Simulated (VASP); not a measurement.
Input of a VASP 6.6.1 run:

File INCAR:

```
PREC = Accurate ; ENCUT = 600
EDIFF = 1E-7 ; ISMEAR = -1
SIGMA = 0.05 ; LREAL = F
LASPH = T ; NELM = 60
ALGO = Normal ; ISIF = 3
LWAVE = F ; LCHARG = F
GGA = PS ; IBRION = 2
NSW = 60 ; EDIFFG = -0.005
```

KPOINTS

```
Automatic mesh
0
Gamma
  21 21 21
```

Contents of POSCAR:

```
Cu
1.0
    0.0000000000      1.8074791684      1.8074791684
    1.8074791684      0.0000000000      1.8074791684
    1.8074791684      1.8074791684      0.0000000000
Cu
1
Direct
    0.0000000000      0.0000000000      0.0000000000
```

Potentials or basis: VASP PAW PBE potentials, release 64 (Cu).

Run with:

```console
$ cat potpaw_PBE.64/Cu/POTCAR > POTCAR
$ mpirun -np 1 vasp_std > vasp.out
```

**Question.** Estimate the space group after relaxing (to 0.05 Å).

**Answer.** Fm-3m (No. 225).

**Question.** Predict the relaxed volume.

**Answer.** 11.36 Å³/atom.

**Question.** What does it give for the relaxed cell?

**Answer.** a = 2.523 Å, b = 2.523 Å, c = 2.523 Å, α = 60.00°, β = 60.00°, γ = 60.00°.

Final structure:
```cif
data_structure
_symmetry_space_group_name_H-M 'P 1'
_symmetry_Int_Tables_number 1
_cell_length_a 2.5232
_cell_length_b 2.5232
_cell_length_c 2.5232
_cell_angle_alpha 60.000
_cell_angle_beta 60.000
_cell_angle_gamma 60.000
_cell_volume 11.36
loop_
_atom_site_label
_atom_site_type_symbol
_atom_site_fract_x
_atom_site_fract_y
_atom_site_fract_z
_atom_site_occupancy
Cu1 Cu 0.00000 0.00000 0.00000 1
```

Caveat: the PAW data sets were made with another functional, which shifts forces and pressure a little.
